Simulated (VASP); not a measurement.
# Pb: single point with PBEsol

Pb, a slab with vacuum:

```
Pb
1.0
     3.49282    0.00000    0.00000
    -1.74641    3.02487    0.00000
     0.00000    0.00000   23.55564
Pb
4
Direct
  0.66667 0.33333 0.31840
  0.33333 0.66667 0.43947
  0.00000 0.00000 0.56053
  0.66667 0.33333 0.68160
```

| Quantity | Value |
| --- | --- |
| Program | VASP 6.6.1 |
| Task | single point |
| Functional | PBEsol |
| Potentials or basis | VASP PAW PBE potentials, release 64 (Pb_d) |
| Cutoff | 520 eV |
| k mesh | 9 × 9 × 1 |
| Occupations | fermi-dirac, width 0.05 eV |
| Spin | no spin polarisation |

The largest force is 0.301 eV/Å and the band gap on the k mesh is zero (band 28 reaches 4.70 eV, above the bottom of band 29 at 0.06 eV).

Forces on the atoms (eV/Å):
```
Pb   0.000  0.000  0.253
Pb   0.000  0.000 -0.301
Pb   0.000  0.000  0.301
Pb   0.000  0.000 -0.253
```

Levels at points of the mesh, in eV from the Fermi level:
| k point | band 25 | band 26 | band 27 | band 28 | band 29 | band 30 | band 31 | band 32 |
| --- | --- | --- | --- | --- | --- | --- | --- | --- |
| (0.00, 0.00, 0.00) | -3.48 | -1.55 | 0.92 | 3.08 | 3.59 | 4.84 | 5.03 | 5.81 |

Run time: 2.8 min on 1 thread of Intel(R) Xeon(R) Platinum 8375C CPU @ 2.90GHz (Ice Lake), with other jobs on the host, peak memory 0.38 GiB.

Caveat: the PAW data sets were made with another functional, which shifts forces and pressure a little; spin-orbit coupling is left out, which moves the levels of the heavy elements.
